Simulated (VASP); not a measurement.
AlN (wurtzite type): single point with PBE

AlN (wurtzite type):

```
Al N
1.0
     2.94889    0.00000    0.00000
    -1.47444    2.55381    0.00000
     0.00000    0.00000    4.52322
Al N
2 2
Direct
  0.33333 0.66667 0.99013
  0.66667 0.33333 0.49013
  0.33333 0.66667 0.38587
  0.66667 0.33333 0.88587
```

This cell differs from its parent crystal: volume scaled by 0.8.

- Program: VASP 6.6.1
- Task: single point
- Functional: PBE
- Potentials or basis: VASP PAW PBE potentials, release 64 (Al, N)
- Cutoff: 520 eV
- k mesh: 13 × 13 × 7
- Occupations: fermi-dirac, width 0.05 eV
- Spin: no spin polarisation

| Item | Value |
| --- | --- |
| Pressure | 64.7 GPa |
| Band gap on the k mesh | 5.07 eV, indirect (least direct gap 5.72 eV) |

Levels at points of the mesh, in eV from the valence-band top:
| k point | band 6 | band 7 | band 8 | band 9 | band 10 | band 11 |
| --- | --- | --- | --- | --- | --- | --- |
| (0.00, 0.00, 0.00) | -0.82 | -0.82 | 0.00 | 5.72 | 7.78 | 11.79 |

It took 32 s on 1 thread of Intel Xeon 6975P-C, on a shared host, peak memory 0.17 GiB.

 A k mesh can miss the band edges.
